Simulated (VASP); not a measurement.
Sr, 1 atom in the cell. The structure is trigonal, space group R-3m (No. 166). The conventional cell has a = 4.194 Å, b = 4.194 Å, c = 11.094 Å, α = 90.00°, β = 90.00°, γ = 120.00°. Within 5.5 Å of Sr (site symmetry -3m) lie 12 Sr at 4.19 to 4.42 Å.  This cell differs from its parent crystal: ratio of the length along [111] to the lengths across it x 1.08, volume and fractional coordinates fixed.

```yaml
Program: VASP 6.6.1
Task: single point
Functional: PBEsol
Potentials_or_basis: VASP PAW PBE potentials, release 64 (Sr_sv)
Cutoff: 520 eV
k_mesh: 10 × 10 × 10
Occupations: gaussian, width 0.03 eV
Spin: no spin polarisation
Dipole_correction: no
Further_INCAR_settings: ALGO = Normal; EDIFF = 1e-07; NBANDS = 11
```

Potentials or basis: VASP PAW PBE potentials, release 64 (Sr_sv).

Command:

```sh
$ cat potpaw_PBE.64/Sr_sv/POTCAR > POTCAR
$ mpirun -np 1 vasp_std > vasp.out
```

Hardware: 1 thread of Intel(R) Xeon(R) Platinum 8488C (Sapphire Rapids), with other jobs on the host.

Q: How long does it take, and how much memory?

A: It took 91 s on 1 thread of Intel(R) Xeon(R) Platinum 8488C (Sapphire Rapids) (shared host), peak memory 0.24 GiB. Counts: scf iterations 13, k points 116.
